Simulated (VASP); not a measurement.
Write the native input for VASP 6.6.1 that does the following.

```yaml
Task: single point
Functional: PBE
Potentials_or_basis: VASP PAW PBE potentials, release 64 (B, C)
Cutoff: 520 eV
k_mesh: 6 × 6 × 4
Occupations: gaussian, width 0.1 eV
Spin: no spin polarisation
Dipole_correction: no
Further_INCAR_settings: ALGO = Normal; EDIFF = 1e-06; NBANDS = 18
```

The structure of B5C lies in POSCAR:

```
B5C
1.0
    3.2348863400      0.0000000000      0.0000000000
    0.0000000000      3.2348863400      0.0000000000
    0.0000000000      0.0000000000      5.2292967800
B C
5 1
Direct
    0.0000000000      0.5000000000      0.3183790800
    0.5000000000      0.0000000000      0.3183790800
    0.0000000000      0.5000000000      0.6816209200
    0.5000000000      0.0000000000      0.6816209200
    0.0000000000      0.0000000000      0.5000000000
    0.5000000000      0.5000000000      0.5000000000
```

One way to write it, as run:

INCAR

```
SYSTEM = B5C
  PREC = Accurate
  ENCUT = 520
  EDIFF = 1E-6
  ISMEAR = 0
  SIGMA = 0.1
  LREAL = .FALSE.
  LASPH = .TRUE.
  NELM = 100
  ALGO = Normal
  ISIF = 2
  LWAVE = .FALSE.
  LCHARG = .TRUE.
  GGA = PE
  LELF = .TRUE.
  LVHAR = .TRUE.
  NBANDS = 18
```

KPOINTS

```
Automatic mesh
0
G
  6 6 4
  0 0 0
```

Potentials or basis: VASP PAW PBE potentials, release 64 (B, C).

The run is started by

```console
$ cat potpaw_PBE.64/B/POTCAR potpaw_PBE.64/C/POTCAR > POTCAR
$ mpirun -np 1 vasp_std > vasp.out
```

Results of the run:

```yaml
Pressure: -0.8 GPa
Largest_force: 0.629 eV/Å
```

Caveat: this functional lacks dispersion, which binds the layers, so the pressure and a relaxed spacing across them are unreliable.

Run time: 12 s on 1 thread of Intel(R) Xeon(R) Platinum 8559C (Emerald Rapids), with other jobs on the host, peak memory 0.16 GiB.
